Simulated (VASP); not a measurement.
# P5N2 (P4/mbm) in VASP: single point with LDA

Aim: the single point of P5N2 with LDA.

Program: VASP 6.6.1. These are calculated values, not measurements. Logs are shortened: lines on timing, memory, paths and dates and some standing lists are left out, and cuts for length are marked.

## 1. The cell of the first run

It takes space group P4/mbm (No. 127, tetragonal). The conventional cell has a = 8.605 Å, b = 8.605 Å, c = 2.584 Å, α = 90.00°, β = 90.00°, γ = 90.00°. N (site symmetry m2m) has 10 P at 2.55 to 2.63 Å and 2 N at 2.58 Å within 3.4 Å. Within 3.4 Å of P (site symmetry m) lie 6 P at 2.58 to 2.84 Å and 4 N at 2.59 to 2.63 Å. Within 3.4 Å of P (site symmetry mmm) lie 4 N at 2.55 Å and 6 P at 2.58 Å.

## 2. Single point, LDA

The input, INCAR:

```
  ALGO = Normal
  EDIFF = 1E-6
  ENCUT = 520
  ISIF = 2
  ISMEAR = -1
  LASPH = True
  LCHARG = False
  LREAL = False
  LWAVE = False
  NBANDS = 48
  NELM = 60
  PREC = Accurate
  SIGMA = 0.0157
```

The input, KPOINTS:

```
k-points
0
Gamma
  4 4 13
```

The input, POSCAR:

```
P5N2
1.0
    8.6047860000      0.0000000000      0.0000000000
    0.0000000000      8.6047860000      0.0000000000
    0.0000000000      0.0000000000      2.5839310000
N P
4 10
Direct
    0.3197000000      0.8197000000      0.5000000000
    0.1803000000      0.3197000000      0.5000000000
    0.6803000000      0.1803000000      0.5000000000
    0.8197000000      0.6803000000      0.5000000000
    0.2936800000      0.5603000000      0.0000000000
    0.4397000000      0.2936800000      0.0000000000
    0.7063200000      0.4397000000      0.0000000000
    0.5603000000      0.7063200000      0.0000000000
    0.7936800000      0.9397000000      0.0000000000
    0.9397000000      0.2063200000      0.0000000000
    0.2063200000      0.0603000000      0.0000000000
    0.0603000000      0.7936800000      0.0000000000
    0.5000000000      0.0000000000      0.0000000000
    0.0000000000      0.5000000000      0.0000000000
```

Potentials or basis: VASP PAW LDA potentials, release 64 (N, P).

Started as:

```sh
> cat potpaw_LDA.64/N/POTCAR potpaw_LDA.64/P/POTCAR > POTCAR
> mpirun -np 1 vasp_std > vasp.out
```

OUTCAR:

```text
EDIFF = 1E-6
   ENCUT = 520
   ISIF = 2
   ISMEAR = -1
   LASPH = True
   LREAL = False
   NELM = 60
   PREC = Accurate

 ion  position               nearest neighbor table
   1  0.320  0.820  0.500-
   2  0.180  0.320  0.500-
   3  0.680  0.180  0.500-
   4  0.820  0.680  0.500-
   5  0.294  0.560  0.000-  14 2.58   8 2.62   6 2.62  12 2.84
   6  0.440  0.294  0.000-  13 2.58   7 2.62   5 2.62  11 2.84
   7  0.706  0.440  0.000-  14 2.58   8 2.62   6 2.62  10 2.84
   8  0.560  0.706  0.000-  13 2.58   7 2.62   5 2.62   9 2.84
   9  0.794  0.940  0.000-  13 2.58  12 2.62  10 2.62   8 2.84
  10  0.940  0.206  0.000-  14 2.58  11 2.62   9 2.62   7 2.84
  11  0.206  0.060  0.000-  13 2.58  12 2.62  10 2.62   6 2.84
  12  0.060  0.794  0.000-  14 2.58  11 2.62   9 2.62   5 2.84
  13  0.500  0.000  0.000-   6 2.58   8 2.58   9 2.58  11 2.58
  14  0.000  0.500  0.000-   5 2.58   7 2.58  10 2.58  12 2.58

  LATTYP: Found a simple tetragonal cell.
 ALAT       =     8.6047860000
 C/A-ratio  =     0.3002899782

  Lattice vectors:

 A1 = (   8.6047860000,   0.0000000000,   0.0000000000)
 A2 = (   0.0000000000,   8.6047860000,   0.0000000000)
 A3 = (   0.0000000000,   0.0000000000,   2.5839310000)

Analysis of symmetry for initial positions (statically):
=====================================================================
 Subroutine PRICEL returns:
 Original cell was already a primitive cell.

 Routine SETGRP: Setting up the symmetry group for a
 simple tetragonal supercell.

 Subroutine GETGRP returns: Found 16 space group operations
 (whereof  8 operations were pure point group operations)
 out of a pool of 16 trial point group operations.

The static configuration has the point symmetry C_4h.
 The point group associated with its full space group is D_4h.

Analysis of symmetry for dynamics (positions and initial velocities):
=====================================================================
 Subroutine PRICEL returns:
 Original cell was already a primitive cell.

 Routine SETGRP: Setting up the symmetry group for a
 simple tetragonal supercell.

 Subroutine GETGRP returns: Found 16 space group operations
 (whereof  8 operations were pure point group operations)
 out of a pool of 16 trial point group operations.

The dynamic configuration has the point symmetry C_4h.
 The point group associated with its full space group is D_4h.

 Subroutine INISYM returns: Found 16 space group operations
 (whereof  8 operations are pure point group operations),
 and found     1 'primitive' translations

----------------------------------------------------------------------------------------

                                     Primitive cell

  volume of cell :     191.3203

  direct lattice vectors                    reciprocal lattice vectors
     8.604786000  0.000000000  0.000000000     0.116214395  0.000000000  0.000000000
     0.000000000  8.604786000  0.000000000     0.000000000  0.116214395  0.000000000
     0.000000000  0.000000000  2.583931000     0.000000000  0.000000000  0.387007238

  length of vectors
     8.604786000  8.604786000  2.583931000     0.116214395  0.116214395  0.387007238

  position of ions in fractional coordinates (direct lattice)
     0.319700000  0.819700000  0.500000000
     0.180300000  0.319700000  0.500000000
     0.680300000  0.180300000  0.500000000
     0.819700000  0.680300000  0.500000000
     0.293680000  0.560300000  0.000000000
     0.439700000  0.293680000  0.000000000
     0.706320000  0.439700000  0.000000000
     0.560300000  0.706320000  0.000000000
     0.793680000  0.939700000  0.000000000
     0.939700000  0.206320000  0.000000000
     0.206320000  0.060300000  0.000000000
     0.060300000  0.793680000  0.000000000
     0.500000000  0.000000000  0.000000000
     0.000000000  0.500000000  0.000000000

  ion indices of the primitive-cell ions
   primitive index   ion index
                 1           1
                 2           2
                 3           3
                 4           4
                 5           5
                 6           6
                 7           7
                 8           8
                 9           9
                10          10
                11          11
                12          12
                13          13
                14          14

----------------------------------------------------------------------------------------

 KPOINTS: k-points

Automatic generation of k-mesh.
 Grid dimensions read from file:
 generate k-points for:    4    4   13

 Generating k-lattice:

  Cartesian coordinates                     Fractional coordinates (reciprocal lattice)
     0.029053599  0.000000000  0.000000000     0.250000000  0.000000000  0.000000000
     0.000000000  0.029053599  0.000000000     0.000000000  0.250000000  0.000000000
     0.000000000  0.000000000  0.029769788     0.000000000  0.000000000  0.076923077

  Length of vectors
     0.029053599  0.029053599  0.029769788

  Shift w.r.t. Gamma in fractional coordinates (k-lattice)
     0.000000000  0.000000000  0.000000000

 Subroutine IBZKPT returns following result:
 ===========================================

 Found     42 irreducible k-points:

 Following reciprocal coordinates:
            Coordinates               Weight
  0.000000  0.000000  0.000000      1.000000
  0.250000  0.000000  0.000000      4.000000
  0.500000  0.000000  0.000000      2.000000
  0.250000  0.250000  0.000000      4.000000
  0.500000  0.250000  0.000000      4.000000
  0.500000  0.500000  0.000000      1.000000
[... 16 lines left out ...]
  0.500000  0.250000  0.230769      8.000000
  0.500000  0.500000  0.230769      2.000000
 [... further k-points ...]
   k-points           NKPTS =     42   k-points in BZ     NKDIM =     42   number of bands    NBANDS=     48
   number of dos      NEDOS =    301   number of ions     NIONS =     14
   total plane-waves  NPLWV =  81920
   dimension x,y,z NGX =    64 NGY =   64 NGZ =   20
   dimension x,y,z NGXF=   128 NGYF=  128 NGZF=   40
   ions per type =               4  10
   NGX,Y,Z   is equivalent  to a cutoff of  12.36, 12.36, 12.87 a.u.
   NGXF,Y,Z  is equivalent  to a cutoff of  24.73, 24.73, 25.74 a.u.
 SYSTEM =  unknown system
   PREC   = accura    normal or accurate (medium, high low for compatibility)
   ISTART =      0    job   : 0-new  1-cont  2-samecut
   ICHARG =      2    charge: 1-file 2-atom 10-const
   ISPIN  =      1    spin polarized calculation?
   LNONCOLLINEAR =      F non collinear calculations
   LSORBIT =      F    spin-orbit coupling
   LASPH  =      T    aspherical Exc in radial PAW
   ENCUT  =  520.0 eV  38.22 Ry    6.18 a.u.  16.00 16.00  4.80*2*pi/ulx,y,z
   NELM   =     60;   NELMIN=  2; NELMDL= -5     # of ELM steps
   EDIFF  = 0.1E-05   stopping-criterion for ELM
   LREAL  =      F    real-space projection
   EDIFFG = 0.1E-04   stopping-criterion for IOM
   NSW    =      0    number of steps for IOM
   IBRION =     -1    ionic relax: 0-MD 1-quasi-New 2-CG
   NFREE  =      0    steps in history (QN), initial steepest desc. (CG)
   ISIF   =      2    stress and relaxation
   ISYM   =      2    0-nonsym 1-usesym 2-fastsym
   POTIM  = 0.5000    time-step for ionic-motion
   TEBEG  =    0.0;   TEEND  =   0.0 temperature during run
   PSTRESS=    0.0 pullay stress
   NELECT =      70.0000    total number of electrons
   NUPDOWN=      -1.0000    fix difference up-down
   EMIN   =  10.00;   EMAX   =-10.00  energy-range for DOS
   EFERMI =   0.00;   METHOD = LEGACY
   ISMEAR =    -1;   SIGMA  =   0.02  broadening in eV -4-tet -1-fermi 0-gaus
   EFERMI_NEDOS =   21; number of points for ismear=-14 and -15
   IALGO  =     38    algorithm
   IMIX   =      4    mixing-type and parameters
     AMIX     =   0.40;   BMIX     =  1.00
     AMIX_MAG =   1.60;   BMIX_MAG =  1.00
  volume/ion in A,a.u.               =      13.67        92.22
  Fermi-wavevector in a.u.,A,eV,Ry     =   1.170902  2.212684 18.653739  1.371011
  Thomas-Fermi vector in A             =   2.307354
   LORBIT       =      0    0 simple, 1 ext, 2 COOP (PROOUT), +10 PAW based schemes
   GGA     = CA    functional components
   LHFCALC =     F    Hartree Fock is set to
   AEXX    =    0.0000 exact exchange contribution
   IVDW    =     0    specifies the selected vdW correction
   LEPSILON=     F    determine dielectric tensor
   LRPA    =     F    only Hartree local field effects (RPA)
 non-spin polarized calculation
  energy-cutoff  :      520.00
  volume of cell :      191.32
 maximum number of plane-waves:      5224
 NGX is ok and might be reduce to    64
   NGX = 31   NGY = 31   NGZ =  9

 number of electron      70.0000010 magnetization

 Free energy of the ion-electron system (eV)
  ---------------------------------------------------
  ext. energy  EPLUGINS =         0.00000000
  ---------------------------------------------------
  free energy    TOTEN  =       -76.55241987 eV

  energy without entropy =      -76.54142108  energy(sigma->0) =      -76.54692048

 E-fermi :   7.5099     XC(G=0): -11.3456

 val. band max:        7.5095276899   @ k =   0.2500   0.0000   0.1538
 cond. band min:       7.5194943763   @ k =   0.2500   0.2500   0.0769
 fundamental gap:      0.0099666864
 Fermi energy:         7.5098906381

 k-point     1 :       0.0000    0.0000    0.0000
  band No.  band energies     occupation
      1      -8.7726      2.00000
      2      -7.5682      2.00000
      3      -7.5682      2.00000
      4      -7.4947      2.00000
      5      -5.8124      2.00000
      6      -5.5499      2.00000
[... 39 lines left out ...]
     46      12.6318      0.00000
     47      12.7605      0.00000
[... 1148 lines left out ...]
     46       9.3695      0.00000
     47      10.6624      0.00000

 [... further k-points ...]

 [bands above 47 left out]

------------------------ aborting loop because EDIFF is reached ----------------------------------------

  FORCE on cell =-STRESS in cart. coord.  units (eV):
  Direction    XX          YY          ZZ          XY          YZ          ZX
  --------------------------------------------------------------------------------------
  -------------------------------------------------------------------------------------
  Total      -21.0077705    -21.0077705    -18.5010318      0.0000000      0.0000000      0.0000000
  in kB     -175.9257804   -175.9257804   -154.9335503      0.0000000      0.0000000      0.0000000
  external PRESSURE =    -168.9283704 kB  Pullay stress =       0.0000000 kB

 VOLUME and BASIS-vectors are now :
 -----------------------------------------------------------------------------
  energy-cutoff  :      520.00
  volume of cell :      191.32
      direct lattice vectors                 reciprocal lattice vectors
     8.604786000  0.000000000  0.000000000     0.116214395  0.000000000  0.000000000
     0.000000000  8.604786000  0.000000000     0.000000000  0.116214395  0.000000000
     0.000000000  0.000000000  2.583931000     0.000000000  0.000000000  0.387007238

 POSITION                                       TOTAL-FORCE (eV/Angst)
 -----------------------------------------------------------------------------------
      2.75095      7.05334      1.29197        -0.334283     -0.334283     -0.000000
      1.55144      2.75095      1.29197         0.334283     -0.334283     -0.000000
      5.85384      1.55144      1.29197         0.334283      0.334283      0.000000
      7.05334      5.85384      1.29197        -0.334283      0.334283      0.000000
      2.52705      4.82126      0.00000         0.542652     -0.021703      0.000000
      3.78352      2.52705      0.00000         0.021703      0.542652     -0.000000
      6.07773      3.78352      0.00000        -0.542652      0.021703     -0.000000
      4.82126      6.07773      0.00000        -0.021703     -0.542652     -0.000000
      6.82945      8.08592      0.00000         0.542652      0.021703      0.000000
      8.08592      1.77534      0.00000         0.021703     -0.542652      0.000000
      1.77534      0.51887      0.00000        -0.542652     -0.021703     -0.000000
      0.51887      6.82945      0.00000        -0.021703      0.542652     -0.000000
      4.30239      0.00000      0.00000         0.000000     -0.000000      0.000000
      0.00000      4.30239      0.00000         0.000000     -0.000000      0.000000
 -----------------------------------------------------------------------------------
    total drift:                                0.000000     -0.000000      0.000000

  FREE ENERGIE OF THE ION-ELECTRON SYSTEM (eV)
  ---------------------------------------------------
  free  energy   TOTEN  =       -76.5524198700 eV

  energy  without entropy=      -76.5414210815  energy(sigma->0) =      -76.54692048
```

Wall time 17 min (1 thread of AMD EPYC 7R43 (Zen 3), shared host); peak memory 0.36 GiB.

What came out:

```yaml
Free_energy: -76.5524 eV
Pressure: -16.9 GPa
Largest_force: 0.543 eV/Å
Band_gap_on_the_k_mesh: zero (bands 35 and 36 overlap by 2.68 eV)
```

Forces in eV/Å, atoms in the order of the input:
```
N   -0.334 -0.334  0.000
N    0.334 -0.334  0.000
N    0.334  0.334  0.000
N   -0.334  0.334  0.000
P    0.543 -0.022  0.000
P    0.022  0.543  0.000
P   -0.543  0.022  0.000
P   -0.022 -0.543  0.000
P    0.543  0.022  0.000
P    0.022 -0.543  0.000
P   -0.543 -0.022  0.000
P   -0.022  0.543  0.000
P    0.000  0.000  0.000
P    0.000  0.000  0.000
```

Stress tensor (GPa, compression positive):
```
-17.59   0.00   0.00
  0.00 -17.59   0.00
  0.00   0.00 -15.49
```

Levels at points of the mesh, in eV from the Fermi level:
| k point | band 31 | band 32 | band 33 | band 34 | band 35 | band 36 | band 37 | band 38 |
| --- | --- | --- | --- | --- | --- | --- | --- | --- |
| (0.00, 0.00, 0.00) | 0.14 | 0.37 | 0.54 | 0.59 | 0.59 | 0.62 | 1.42 | 1.42 |
| (0.50, 0.00, 0.00) | 0.46 | 0.46 | 0.62 | 0.62 | 1.20 | 1.20 | 2.04 | 2.04 |
| (0.50, 0.50, 0.00) | 0.50 | 0.50 | 0.58 | 0.58 | 1.01 | 1.01 | 2.35 | 2.35 |

Caveat: the cell stands under tension.
